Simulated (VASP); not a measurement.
# Te2O (R3m) in VASP: single point with PBE

Aim: the single point of Te2O with PBE.

Everything below comes from runs of VASP 6.6.1. Logs are shortened: lines on timing, memory, paths and dates and some standing lists are left out, and cuts for length are marked.

## (1) The cell of the first run

Symmetry: R3m, No. 160, trigonal system. Conventional cell: a = 3.766 Å, b = 3.766 Å, c = 18.806 Å, α = 90.00°, β = 90.00°, γ = 120.00°. Within 3.1 Å of Te (site symmetry 3m) lie 3 O at 2.32 Å and 3 Te at 2.94 Å. Within 3.9 Å of Te (site symmetry 3m) lie 9 Te at 2.94 to 3.77 Å and 3 O at 3.55 Å. O (site symmetry 3m) has 3 Te at 2.32 Å within 3.1 Å.

## (2) Single point, PBE

Input file INCAR:

```
ALGO = Normal
EDIFF = 1E-7
ENCUT = 520
GGA = PE
ISIF = 2
ISMEAR = 0
LASPH = T
LCHARG = F
LREAL = F
LWAVE = F
NBANDS = 16
NELM = 80
PREC = Accurate
SIGMA = 0.02
```

Input file KPOINTS:

```
k-points
0
Gamma
  12 12 12
```

Input file POSCAR:

```
Te2O
1.0
    1.8832247641      1.0872803245      6.2685241772
   -1.8832247641      1.0872803245      6.2685241772
    0.0000000000     -2.1745606490      6.2685241772
Te O
2 1
Direct
    0.2427929956      0.2427929956      0.2427929956
    0.4707034291      0.4707034291      0.4707034291
    0.9532035753      0.9532035753      0.9532035753
```

Potentials or basis: VASP PAW PBE potentials, release 64 (Te, O).

Command:

```console
$ cat potpaw_PBE.64/Te/POTCAR potpaw_PBE.64/O/POTCAR > POTCAR
$ mpirun -np 1 vasp_std > vasp.out
```

OUTCAR:

```text
EDIFF = 1E-7
   ENCUT = 520
   GGA = PE
   ISIF = 2
   ISMEAR = 0
   LASPH = T
   LREAL = F
   NELM = 80
   PREC = Accurate

 ion  position               nearest neighbor table
   1  0.243  0.243  0.243-   3 2.32   3 2.32   3 2.32   2 2.94   2 2.94   2 2.94
   2  0.471  0.471  0.471-   1 2.94   1 2.94   1 2.94
   3  0.953  0.953  0.953-   1 2.32   1 2.32   1 2.32

  LATTYP: Found a trigonal (rhomboedric) cell.
 ALAT       =     6.6349912868
 COS(alpha) =     0.8388784635

  Lattice vectors:

 A1 = (   1.8832247641,   1.0872803245,   6.2685241772)
 A2 = (  -1.8832247641,   1.0872803245,   6.2685241772)
 A3 = (   0.0000000000,  -2.1745606490,   6.2685241772)

Analysis of symmetry for initial positions (statically):
=====================================================================
 Subroutine PRICEL returns:
 Original cell was already a primitive cell.

 Routine SETGRP: Setting up the symmetry group for a
 trigonal (rhombohedral) supercell.

 Subroutine GETGRP returns: Found  6 space group operations
 (whereof  6 operations were pure point group operations)
 out of a pool of 12 trial point group operations.

The static configuration has the point symmetry C_3v.

Analysis of symmetry for dynamics (positions and initial velocities):
=====================================================================
 Subroutine PRICEL returns:
 Original cell was already a primitive cell.

 Routine SETGRP: Setting up the symmetry group for a
 trigonal (rhombohedral) supercell.

 Subroutine GETGRP returns: Found  6 space group operations
 (whereof  6 operations were pure point group operations)
 out of a pool of 12 trial point group operations.

The dynamic configuration has the point symmetry C_3v.

 Subroutine INISYM returns: Found  6 space group operations
 (whereof  6 operations are pure point group operations),
 and found     1 'primitive' translations

----------------------------------------------------------------------------------------

                                     Primitive cell

  volume of cell :      77.0123

  direct lattice vectors                    reciprocal lattice vectors
     1.883224764  1.087280325  6.268524177     0.265502031  0.153287669  0.053175727
    -1.883224764  1.087280325  6.268524177    -0.265502031  0.153287669  0.053175727
     0.000000000 -2.174560649  6.268524177     0.000000000 -0.306575338  0.053175727

  length of vectors
     6.634991287  6.634991287  6.634991287     0.311152850  0.311152850  0.311152850

  position of ions in fractional coordinates (direct lattice)
     0.242792996  0.242792996  0.242792996
     0.470703429  0.470703429  0.470703429
     0.953203575  0.953203575  0.953203575

  ion indices of the primitive-cell ions
   primitive index   ion index
                 1           1
                 2           2
                 3           3

----------------------------------------------------------------------------------------

 KPOINTS: k-points

Automatic generation of k-mesh.
 Grid dimensions read from file:
 generate k-points for:   12   12   12

 Generating k-lattice:

  Cartesian coordinates                     Fractional coordinates (reciprocal lattice)
     0.022125169  0.012773972  0.004431311     0.083333333  0.000000000  0.000000000
    -0.022125169  0.012773972  0.004431311     0.000000000  0.083333333  0.000000000
     0.000000000 -0.025547945  0.004431311     0.000000000  0.000000000  0.083333333

  Length of vectors
     0.025929404  0.025929404  0.025929404

  Shift w.r.t. Gamma in fractional coordinates (k-lattice)
     0.000000000  0.000000000  0.000000000

 Subroutine IBZKPT returns following result:
 ===========================================

 Found    189 irreducible k-points:

 Following reciprocal coordinates:
            Coordinates               Weight
  0.000000  0.000000  0.000000      1.000000
  0.083333 -0.000000 -0.000000      6.000000
  0.166667 -0.000000 -0.000000      6.000000
  0.250000 -0.000000  0.000000      6.000000
  0.333333  0.000000 -0.000000      6.000000
  0.416667 -0.000000 -0.000000      6.000000
[... 16 lines left out ...]
  0.500000  0.166667 -0.000000     12.000000
 -0.416667  0.166667  0.000000     12.000000
 [... further k-points ...]
   k-points           NKPTS =    189   k-points in BZ     NKDIM =    189   number of bands    NBANDS=     16
   number of dos      NEDOS =    301   number of ions     NIONS =      3
   total plane-waves  NPLWV = 125000
   dimension x,y,z NGX =    50 NGY =   50 NGZ =   50
   dimension x,y,z NGXF=   100 NGYF=  100 NGZF=  100
   ions per type =               2   1
   NGX,Y,Z   is equivalent  to a cutoff of  12.53, 12.53, 12.53 a.u.
   NGXF,Y,Z  is equivalent  to a cutoff of  25.06, 25.06, 25.06 a.u.
 SYSTEM =  unknown system
   PREC   = accura    normal or accurate (medium, high low for compatibility)
   ISTART =      0    job   : 0-new  1-cont  2-samecut
   ICHARG =      2    charge: 1-file 2-atom 10-const
   ISPIN  =      1    spin polarized calculation?
   LNONCOLLINEAR =      F non collinear calculations
   LSORBIT =      F    spin-orbit coupling
   LASPH  =      T    aspherical Exc in radial PAW
   ENCUT  =  520.0 eV  38.22 Ry    6.18 a.u.  12.34 12.34 12.34*2*pi/ulx,y,z
   NELM   =     80;   NELMIN=  2; NELMDL= -5     # of ELM steps
   EDIFF  = 0.1E-06   stopping-criterion for ELM
   LREAL  =      F    real-space projection
   EDIFFG = 0.1E-05   stopping-criterion for IOM
   NSW    =      0    number of steps for IOM
   IBRION =     -1    ionic relax: 0-MD 1-quasi-New 2-CG
   NFREE  =      0    steps in history (QN), initial steepest desc. (CG)
   ISIF   =      2    stress and relaxation
   ISYM   =      2    0-nonsym 1-usesym 2-fastsym
   POTIM  = 0.5000    time-step for ionic-motion
   TEBEG  =    0.0;   TEEND  =   0.0 temperature during run
   PSTRESS=    0.0 pullay stress
   NELECT =      18.0000    total number of electrons
   NUPDOWN=      -1.0000    fix difference up-down
   EMIN   =  10.00;   EMAX   =-10.00  energy-range for DOS
   EFERMI =   0.00;   METHOD = LEGACY
   ISMEAR =     0;   SIGMA  =   0.02  broadening in eV -4-tet -1-fermi 0-gaus
   EFERMI_NEDOS =   21; number of points for ismear=-14 and -15
   IALGO  =     38    algorithm
   IMIX   =      4    mixing-type and parameters
     AMIX     =   0.40;   BMIX     =  1.00
     AMIX_MAG =   1.60;   BMIX_MAG =  1.00
  volume/ion in A,a.u.               =      25.67       173.23
  Fermi-wavevector in a.u.,A,eV,Ry     =   1.008430  1.905656 13.836176  1.016930
  Thomas-Fermi vector in A             =   2.141296
   LORBIT       =      0    0 simple, 1 ext, 2 COOP (PROOUT), +10 PAW based schemes
   GGA     = PE    functional components
   LHFCALC =     F    Hartree Fock is set to
   AEXX    =    0.0000 exact exchange contribution
   IVDW    =     0    specifies the selected vdW correction
   LEPSILON=     F    determine dielectric tensor
   LRPA    =     F    only Hartree local field effects (RPA)
 non-spin polarized calculation
 Gauss-broadening in eV      SIGMA  =   0.02
  energy-cutoff  :      520.00
  volume of cell :       77.01
 maximum number of plane-waves:      2092
 NGX is ok and might be reduce to    50
   NGX = 25   NGY = 25   NGZ = 25

 number of electron      18.0000000 magnetization

 Free energy of the ion-electron system (eV)
  ---------------------------------------------------
  ext. energy  EPLUGINS =         0.00000000
  ---------------------------------------------------
  free energy    TOTEN  =       -11.84626293 eV

  energy without entropy =      -11.84626293  energy(sigma->0) =      -11.84626293

 E-fermi :   4.9576     XC(G=0):  -9.0035

 val. band max:        4.8240590936   @ k =   0.0000   0.0000   0.0000
 cond. band min:       5.6832929215   @ k =   0.3333   0.3333  -0.0000
 fundamental gap:      0.8592338280
 Fermi energy:         4.9576266219

 k-point     1 :       0.0000    0.0000    0.0000
  band No.  band energies     occupation
      1     -13.1021      2.00000
      2      -7.9179      2.00000
      3      -3.8355      2.00000
      4       1.4087      2.00000
      5       1.4087      2.00000
      6       1.5799      2.00000
[... 8 lines left out ...]
     15      12.9031      0.00000
     16      12.9031      0.00000

 k-point     2 :       0.0833   -0.0000   -0.0000
  band No.  band energies     occupation
      1     -13.0632      2.00000
      2      -7.8682      2.00000
      3      -3.8989      2.00000
      4       0.8863      2.00000
      5       1.3111      2.00000
      6       2.1758      2.00000
[... 8 lines left out ...]
     15      12.8198      0.00000
     16      13.0879      0.00000

 k-point     3 :       0.1667   -0.0000   -0.0000
  band No.  band energies     occupation
      1     -12.9534      2.00000
      2      -7.7268      2.00000
      3      -4.0899      2.00000
      4       0.4571      2.00000
      5       1.0668      2.00000
      6       2.4998      2.00000
[... 8 lines left out ...]
     15      13.2675      0.00000
     16      13.6075      0.00000

 k-point     4 :       0.2500   -0.0000    0.0000
  band No.  band energies     occupation
      1     -12.7945      2.00000
      2      -7.5180      2.00000
      3      -4.3864      2.00000
      4       0.1678      2.00000
      5       0.7730      2.00000
      6       1.8415      2.00000
[... 8 lines left out ...]
     15      13.8830      0.00000
     16      14.3857      0.00000
[... 324 lines left out ...]
 k-point    22 :       0.4167    0.1667   -0.0000
  band No.  band energies     occupation
      1     -12.5594      2.00000
      2      -7.1691      2.00000
      3      -4.8676      2.00000
      4      -0.3526      2.00000
      5       0.2820      2.00000
      6       1.7198      2.00000
[... 8 lines left out ...]
     15      12.9968      0.00000
     16      14.3862      0.00000

 k-point    23 :       0.5000    0.1667   -0.0000
  band No.  band energies     occupation
      1     -12.4419      2.00000
      2      -6.9712      2.00000
      3      -5.1220      2.00000
      4      -0.5730      2.00000
      5       0.0940      2.00000
      6       1.4104      2.00000
[... 8 lines left out ...]
     15      13.7166      0.00000
     16      14.6102      0.00000

 k-point    24 :      -0.4167    0.1667    0.0000
  band No.  band energies     occupation
      1     -12.3974      2.00000
      2      -6.8918      2.00000
      3      -5.2165      2.00000
      4      -0.6075      2.00000
      5      -0.0638      2.00000
      6       1.3216      2.00000
[... 8 lines left out ...]
     15      14.1002      0.00000
     16      14.8700      0.00000

 [... further k-points ...]

------------------------ aborting loop because EDIFF is reached ----------------------------------------

  FORCE on cell =-STRESS in cart. coord.  units (eV):
  Direction    XX          YY          ZZ          XY          YZ          ZX
  --------------------------------------------------------------------------------------
  -------------------------------------------------------------------------------------
  Total       -0.0903148     -0.0903148      0.0061362      0.0000000      0.0000000      0.0000000
  in kB       -1.8789244     -1.8789244      0.1276577      0.0000000      0.0000000      0.0000000
  external PRESSURE =      -1.2100637 kB  Pullay stress =       0.0000000 kB

 VOLUME and BASIS-vectors are now :
 -----------------------------------------------------------------------------
  energy-cutoff  :      520.00
  volume of cell :       77.01
      direct lattice vectors                 reciprocal lattice vectors
     1.883224764  1.087280325  6.268524177     0.265502031  0.153287669  0.053175727
    -1.883224764  1.087280325  6.268524177    -0.265502031  0.153287669  0.053175727
     0.000000000 -2.174560649  6.268524177     0.000000000 -0.306575338  0.053175727

 POSITION                                       TOTAL-FORCE (eV/Angst)
 -----------------------------------------------------------------------------------
      0.00000      0.00000      4.56586         0.000000      0.000000      0.035299
      0.00000      0.00000      8.85185         0.000000     -0.000000     -0.013658
      0.00000      0.00000     17.92554         0.000000     -0.000000     -0.021642
 -----------------------------------------------------------------------------------
    total drift:                                0.000000     -0.000000     -0.000166

  FREE ENERGIE OF THE ION-ELECTRON SYSTEM (eV)
  ---------------------------------------------------
  free  energy   TOTEN  =       -11.8462629270 eV

  energy  without entropy=      -11.8462629270  energy(sigma->0) =      -11.84626293
```

Wall time 5.1 min (1 thread of Intel Xeon 6975P-C (Granite Rapids), shared host); peak memory 0.49 GiB.

What came out:

* Free energy: -11.8463 eV
* Pressure: -0.1 GPa
* Largest force: 0.035 eV/Å
* Band gap on the k mesh: 0.86 eV (least direct gap 1.19 eV)

Forces on the atoms (eV/Å):
```
Te   0.000  0.000  0.035
Te   0.000  0.000 -0.014
O    0.000  0.000 -0.022
```

Stress tensor (GPa, compression positive):
```
-0.19  0.00  0.00
 0.00 -0.19  0.00
 0.00  0.00  0.01
```

Caveat: spin-orbit coupling is left out, which moves the levels of the heavy elements. A k mesh can miss the band edges.
